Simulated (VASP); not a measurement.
# NaI (Pmma) in VASP: single point with LDA

Aim: the single point of NaI with LDA.

Program: VASP 6.6.1. These are calculated values, not measurements. Logs are shortened: lines on timing, memory, paths and dates and some standing lists are left out, and cuts for length are marked.

**1. The cell of the first run**

It takes space group Pmma (No. 51, orthorhombic). The conventional cell has a = 4.622 Å, b = 4.270 Å, c = 7.798 Å, α = 90.00°, β = 90.00°, γ = 90.00°. Within 4.1 Å of Na (site symmetry mm2) lie 4 I at 3.15 Å. Within 4.1 Å of I (site symmetry mm2) lie 4 Na at 3.15 Å.

**2. Single point, LDA**

INCAR

```
SYSTEM = NaI
PREC = Accurate
ENCUT = 520
EDIFF = 1E-7
ISMEAR = 0
SIGMA = 0.01
LREAL = .FALSE.
LASPH = .TRUE.
NELM = 60
ALGO = Normal
ISIF = 2
LWAVE = .FALSE.
LCHARG = .FALSE.
GGA = CA
NBANDS = 22
```

KPOINTS

```
regular mesh
0
G
  4 4 3
  0 0 0
```

POSCAR

```
NaI
1.0
    4.6222100000      0.0000000000      0.0000000000
    0.0000000000      4.2697000000      0.0000000000
    0.0000000000      0.0000000000      7.7983800000
Na I
2 2
Direct
    0.2500000000      0.5000000000      0.2750300000
    0.7500000000      0.5000000000      0.7249700000
    0.2500000000      0.0000000000      0.7424300000
    0.7500000000      0.0000000000      0.2575700000
```

Potentials or basis: VASP PAW LDA potentials, release 64 (Na_pv, I).

Run with:

```
$ cat potpaw_LDA.64/Na_pv/POTCAR potpaw_LDA.64/I/POTCAR > POTCAR
$ mpirun -np 1 vasp_std > vasp.out
```

OUTCAR:

```text
SYSTEM = NaI
   PREC = Accurate
   ENCUT = 520
   EDIFF = 1E-7
   ISMEAR = 0
   LREAL = .FALSE.
   LASPH = .TRUE.
   NELM = 60
   ISIF = 2
   GGA = CA

 ion  position               nearest neighbor table
   1  0.250  0.500  0.275-   4 3.15   4 3.15   4 3.15   4 3.15
   2  0.750  0.500  0.725-   3 3.15   3 3.15   3 3.15   3 3.15
   3  0.250  0.000  0.742-   2 3.15   2 3.15   2 3.15   2 3.15
   4  0.750  0.000  0.258-   1 3.15   1 3.15   1 3.15   1 3.15

  LATTYP: Found a simple orthorhombic cell.
 ALAT       =     4.2697000000
 B/A-ratio  =     1.0825608357
 C/A-ratio  =     1.8264468230

  Lattice vectors:

 A1 = (   0.0000000000,  -4.2697000000,   0.0000000000)
 A2 = (   4.6222100000,   0.0000000000,   0.0000000000)
 A3 = (   0.0000000000,   0.0000000000,   7.7983800000)

Analysis of symmetry for initial positions (statically):
=====================================================================
 Subroutine PRICEL returns:
 Original cell was already a primitive cell.

 Routine SETGRP: Setting up the symmetry group for a
 simple orthorhombic supercell.

 Subroutine GETGRP returns: Found  8 space group operations
 (whereof  4 operations were pure point group operations)
 out of a pool of  8 trial point group operations.

The static configuration has the point symmetry C_2h.
 The point group associated with its full space group is D_2h.

Analysis of symmetry for dynamics (positions and initial velocities):
=====================================================================
 Subroutine PRICEL returns:
 Original cell was already a primitive cell.

 Routine SETGRP: Setting up the symmetry group for a
 simple orthorhombic supercell.

 Subroutine GETGRP returns: Found  8 space group operations
 (whereof  4 operations were pure point group operations)
 out of a pool of  8 trial point group operations.

The dynamic configuration has the point symmetry C_2h.
 The point group associated with its full space group is D_2h.

 Subroutine INISYM returns: Found  8 space group operations
 (whereof  4 operations are pure point group operations),
 and found     1 'primitive' translations

----------------------------------------------------------------------------------------

                                     Primitive cell

  volume of cell :     153.9045

  direct lattice vectors                    reciprocal lattice vectors
     4.622210000  0.000000000  0.000000000     0.216346726  0.000000000  0.000000000
     0.000000000  4.269700000  0.000000000     0.000000000  0.234208492  0.000000000
     0.000000000  0.000000000  7.798380000     0.000000000  0.000000000  0.128231761

  length of vectors
     4.622210000  4.269700000  7.798380000     0.216346726  0.234208492  0.128231761

  position of ions in fractional coordinates (direct lattice)
     0.250000000  0.500000000  0.275030000
     0.750000000  0.500000000  0.724970000
     0.250000000  0.000000000  0.742430000
     0.750000000  0.000000000  0.257570000

  ion indices of the primitive-cell ions
   primitive index   ion index
                 1           1
                 2           2
                 3           3
                 4           4

----------------------------------------------------------------------------------------

 KPOINTS: regular mesh

Automatic generation of k-mesh.
 Grid dimensions read from file:
 generate k-points for:    4    4    3

 Generating k-lattice:

  Cartesian coordinates                     Fractional coordinates (reciprocal lattice)
     0.054086681  0.000000000  0.000000000     0.250000000  0.000000000  0.000000000
     0.000000000  0.058552123  0.000000000     0.000000000  0.250000000  0.000000000
     0.000000000  0.000000000  0.042743920     0.000000000  0.000000000  0.333333333

  Length of vectors
     0.054086681  0.058552123  0.042743920

  Shift w.r.t. Gamma in fractional coordinates (k-lattice)
     0.000000000  0.000000000  0.000000000

 Subroutine IBZKPT returns following result:
 ===========================================

 Found     18 irreducible k-points:

 Following reciprocal coordinates:
            Coordinates               Weight
  0.000000  0.000000  0.000000      1.000000
  0.250000  0.000000  0.000000      2.000000
  0.500000  0.000000  0.000000      1.000000
  0.000000  0.250000  0.000000      2.000000
  0.250000  0.250000  0.000000      4.000000
  0.500000  0.250000  0.000000      2.000000
[... 10 lines left out ...]
  0.250000  0.500000  0.333333      4.000000
  0.500000  0.500000  0.333333      2.000000
   k-points           NKPTS =     18   k-points in BZ     NKDIM =     18   number of bands    NBANDS=     22
   number of dos      NEDOS =    301   number of ions     NIONS =      4
   total plane-waves  NPLWV =  69120
   dimension x,y,z NGX =    36 NGY =   32 NGZ =   60
   dimension x,y,z NGXF=    72 NGYF=   64 NGZF=  120
   ions per type =               2   2
   NGX,Y,Z   is equivalent  to a cutoff of  12.95, 12.46, 12.79 a.u.
   NGXF,Y,Z  is equivalent  to a cutoff of  25.90, 24.92, 25.58 a.u.
 SYSTEM =  NaI
   PREC   = accura    normal or accurate (medium, high low for compatibility)
   ISTART =      0    job   : 0-new  1-cont  2-samecut
   ICHARG =      2    charge: 1-file 2-atom 10-const
   ISPIN  =      1    spin polarized calculation?
   LNONCOLLINEAR =      F non collinear calculations
   LSORBIT =      F    spin-orbit coupling
   LASPH  =      T    aspherical Exc in radial PAW
   ENCUT  =  520.0 eV  38.22 Ry    6.18 a.u.   8.59  7.94 14.50*2*pi/ulx,y,z
   NELM   =     60;   NELMIN=  2; NELMDL= -5     # of ELM steps
   EDIFF  = 0.1E-06   stopping-criterion for ELM
   LREAL  =      F    real-space projection
   EDIFFG = 0.1E-05   stopping-criterion for IOM
   NSW    =      0    number of steps for IOM
   IBRION =     -1    ionic relax: 0-MD 1-quasi-New 2-CG
   NFREE  =      0    steps in history (QN), initial steepest desc. (CG)
   ISIF   =      2    stress and relaxation
   ISYM   =      2    0-nonsym 1-usesym 2-fastsym
   POTIM  = 0.5000    time-step for ionic-motion
   TEBEG  =    0.0;   TEEND  =   0.0 temperature during run
   PSTRESS=    0.0 pullay stress
   NELECT =      28.0000    total number of electrons
   NUPDOWN=      -1.0000    fix difference up-down
   EMIN   =  10.00;   EMAX   =-10.00  energy-range for DOS
   EFERMI =   0.00;   METHOD = LEGACY
   ISMEAR =     0;   SIGMA  =   0.01  broadening in eV -4-tet -1-fermi 0-gaus
   EFERMI_NEDOS =   21; number of points for ismear=-14 and -15
   IALGO  =     38    algorithm
   IMIX   =      4    mixing-type and parameters
     AMIX     =   0.40;   BMIX     =  1.00
     AMIX_MAG =   1.60;   BMIX_MAG =  1.00
  volume/ion in A,a.u.               =      38.48       259.65
  Fermi-wavevector in a.u.,A,eV,Ry     =   0.927635  1.752976 11.707899  0.860506
  Thomas-Fermi vector in A             =   2.053726
   LORBIT       =      0    0 simple, 1 ext, 2 COOP (PROOUT), +10 PAW based schemes
   GGA     = CA    functional components
   LHFCALC =     F    Hartree Fock is set to
   AEXX    =    0.0000 exact exchange contribution
   IVDW    =     0    specifies the selected vdW correction
   LEPSILON=     F    determine dielectric tensor
   LRPA    =     F    only Hartree local field effects (RPA)
 non-spin polarized calculation
 Gauss-broadening in eV      SIGMA  =   0.01
  energy-cutoff  :      520.00
  volume of cell :      153.90
 maximum number of plane-waves:      4184
 NGX is ok and might be reduce to    36
   NGX = 17   NGY = 15   NGZ = 29

 number of electron      28.0000013 magnetization

 Free energy of the ion-electron system (eV)
  ---------------------------------------------------
  ext. energy  EPLUGINS =         0.00000000
  ---------------------------------------------------
  free energy    TOTEN  =       -11.37170361 eV

  energy without entropy =      -11.37170361  energy(sigma->0) =      -11.37170361

 E-fermi :   0.4317     XC(G=0):  -7.5287

 val. band max:        0.3666864131   @ k =   0.0000   0.5000   0.0000
 cond. band min:       2.8298955567   @ k =   0.0000   0.0000   0.0000
 fundamental gap:      2.4632091435
 Fermi energy:         0.4316603387

 k-point     1 :       0.0000    0.0000    0.0000
  band No.  band energies     occupation
      1     -22.8216      2.00000
      2     -22.8178      2.00000
      3     -22.7819      2.00000
      4     -22.7805      2.00000
      5     -22.7795      2.00000
      6     -22.7791      2.00000
[... 14 lines left out ...]
     21       8.0171      0.00000
     22       8.7093      0.00000

 k-point     2 :       0.2500    0.0000    0.0000
  band No.  band energies     occupation
      1     -22.8210      2.00000
      2     -22.8183      2.00000
      3     -22.7833      2.00000
      4     -22.7823      2.00000
      5     -22.7792      2.00000
      6     -22.7789      2.00000
[... 14 lines left out ...]
     21       8.8689      0.00000
     22       9.0218      0.00000

 k-point     3 :       0.5000    0.0000    0.0000
  band No.  band energies     occupation
      1     -22.8196      2.00000
      2     -22.8196      2.00000
      3     -22.7844      2.00000
      4     -22.7844      2.00000
      5     -22.7787      2.00000
      6     -22.7787      2.00000
[... 14 lines left out ...]
     21       8.4301      0.00000
     22       8.4301      0.00000

 k-point     4 :       0.0000    0.2500    0.0000
  band No.  band energies     occupation
      1     -22.8214      2.00000
      2     -22.8176      2.00000
      3     -22.7826      2.00000
      4     -22.7820      2.00000
      5     -22.7813      2.00000
      6     -22.7800      2.00000
[... 14 lines left out ...]
     21       8.3435      0.00000
     22       8.4823      0.00000

 k-point     5 :       0.2500    0.2500    0.0000
  band No.  band energies     occupation
      1     -22.8208      2.00000
      2     -22.8181      2.00000
      3     -22.7826      2.00000
      4     -22.7822      2.00000
      5     -22.7816      2.00000
      6     -22.7816      2.00000
[... 14 lines left out ...]
     21       8.3918      0.00000
     22       8.5296      0.00000

 k-point     6 :       0.5000    0.2500    0.0000
  band No.  band energies     occupation
      1     -22.8194      2.00000
      2     -22.8194      2.00000
      3     -22.7836      2.00000
      4     -22.7836      2.00000
      5     -22.7815      2.00000
      6     -22.7815      2.00000
[... 14 lines left out ...]
     21       8.1058      0.00000
     22       8.1058      0.00000

 k-point     7 :       0.0000    0.5000    0.0000
  band No.  band energies     occupation
      1     -22.8211      2.00000
      2     -22.8174      2.00000
      3     -22.7856      2.00000
      4     -22.7849      2.00000
      5     -22.7808      2.00000
      6     -22.7795      2.00000
[... 174 lines left out ...]
      6     -22.7817      2.00000
[... 14 lines left out ...]
     21       8.0233      0.00000
     22       8.3081      0.00000

 k-point    15 :       0.5000    0.2500    0.3333
  band No.  band energies     occupation
      1     -22.8194      2.00000
      2     -22.8194      2.00000
      3     -22.7836      2.00000
      4     -22.7836      2.00000
      5     -22.7815      2.00000
      6     -22.7815      2.00000
[... 14 lines left out ...]
     21       8.4665      0.00000
     22       8.4665      0.00000

 k-point    16 :       0.0000    0.5000    0.3333
  band No.  band energies     occupation
      1     -22.8208      2.00000
      2     -22.8178      2.00000
      3     -22.7855      2.00000
      4     -22.7849      2.00000
      5     -22.7807      2.00000
      6     -22.7796      2.00000
[... 14 lines left out ...]
     21       8.2038      0.00000
     22       8.2543      0.00000

 k-point    17 :       0.2500    0.5000    0.3333
  band No.  band energies     occupation
      1     -22.8203      2.00000
      2     -22.8182      2.00000
      3     -22.7849      2.00000
      4     -22.7845      2.00000
      5     -22.7819      2.00000
      6     -22.7811      2.00000
[... 14 lines left out ...]
     21       7.7506      0.00000
     22       7.8557      0.00000

 k-point    18 :       0.5000    0.5000    0.3333
  band No.  band energies     occupation
      1     -22.8192      2.00000
      2     -22.8192      2.00000
      3     -22.7842      2.00000
      4     -22.7842      2.00000
      5     -22.7828      2.00000
      6     -22.7828      2.00000
[... 14 lines left out ...]
     21       8.6204      0.00000
     22       8.6204      0.00000

------------------------ aborting loop because EDIFF is reached ----------------------------------------

  FORCE on cell =-STRESS in cart. coord.  units (eV):
  Direction    XX          YY          ZZ          XY          YZ          ZX
  --------------------------------------------------------------------------------------
  -------------------------------------------------------------------------------------
  Total       -1.6757145     -1.5731211     -0.8709506      0.0000000      0.0000000      0.0000000
  in kB      -17.4445260    -16.3765085     -9.0667721      0.0000000      0.0000000      0.0000000
  external PRESSURE =     -14.2959355 kB  Pullay stress =       0.0000000 kB

 VOLUME and BASIS-vectors are now :
 -----------------------------------------------------------------------------
  energy-cutoff  :      520.00
  volume of cell :      153.90
      direct lattice vectors                 reciprocal lattice vectors
     4.622210000  0.000000000  0.000000000     0.216346726  0.000000000  0.000000000
     0.000000000  4.269700000  0.000000000     0.000000000  0.234208492  0.000000000
     0.000000000  0.000000000  7.798380000     0.000000000  0.000000000  0.128231761

 POSITION                                       TOTAL-FORCE (eV/Angst)
 -----------------------------------------------------------------------------------
      1.15555      2.13485      2.14479        -0.000000     -0.000000     -0.032644
      3.46666      2.13485      5.65359         0.000000      0.000000      0.032644
      1.15555      0.00000      5.78975         0.000000     -0.000000     -0.043038
      3.46666      0.00000      2.00863         0.000000     -0.000000      0.043038
 -----------------------------------------------------------------------------------
    total drift:                                0.000000      0.000000     -0.000000

  FREE ENERGIE OF THE ION-ELECTRON SYSTEM (eV)
  ---------------------------------------------------
  free  energy   TOTEN  =       -11.3717036146 eV

  energy  without entropy=      -11.3717036146  energy(sigma->0) =      -11.37170361
```

Wall time 44 s (1 thread of Intel Xeon Platinum 8488C (Sapphire Rapids), shared host); peak memory 0.22 GiB.

Results:

- Free energy: -11.3717 eV
- Pressure: -1.4 GPa
- Largest force: 0.043 eV/Å
- Band gap on the k mesh: 2.46 eV, indirect (least direct gap 2.69 eV)

Forces in eV/Å, atoms in the order of the input:
```
Na   0.000  0.000 -0.033
Na   0.000  0.000  0.033
I    0.000  0.000 -0.043
I    0.000  0.000  0.043
```

Stress tensor (GPa, compression positive):
```
-1.74  0.00  0.00
 0.00 -1.64  0.00
 0.00  0.00 -0.91
```

Caveat: spin-orbit coupling is left out, which moves the levels of the heavy elements. As with any semilocal functional, this LDA gap is likely too small.
